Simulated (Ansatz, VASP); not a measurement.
C: VASP beside Ansatz

```
C
1.0
     2.46648    0.00000    0.00000
    -1.23324    2.13604    0.00000
     0.00000    0.00000    4.42272
C
2
Direct
  0.66667 0.33333 0.50000
  0.33333 0.66667 0.50000
```

Alike in both runs: functional PBE; k mesh 24 × 24 × 14; occupations gaussian, width 0.1 eV; no spin polarisation.

Ansatz relaxed the structure, and its values are those at the end. VASP's run is a single point on that final structure, the one shown.

|  | VASP | Ansatz |
| --- | --- | --- |
| version | VASP 6.6.1 | Ansatz 0.2.0 |
| potentials or method | VASP PAW PBE potentials, release 64 (C), cutoff 520 eV | scalar-relativistic, plane waves, PAW |
| valence electrons in the cell | 8 | 8 |

Ansatz gave:

```
gap on the k mesh at the Fermi level (eV) : none
pressure (GPa)                            : 0.0
```

**Question.** What did VASP give for the same quantities?

**Answer.** gap on the k mesh at the Fermi level (eV): none; pressure (GPa): 0.3.

A gap of «none» marks a metal or a gap that the smearing closes.
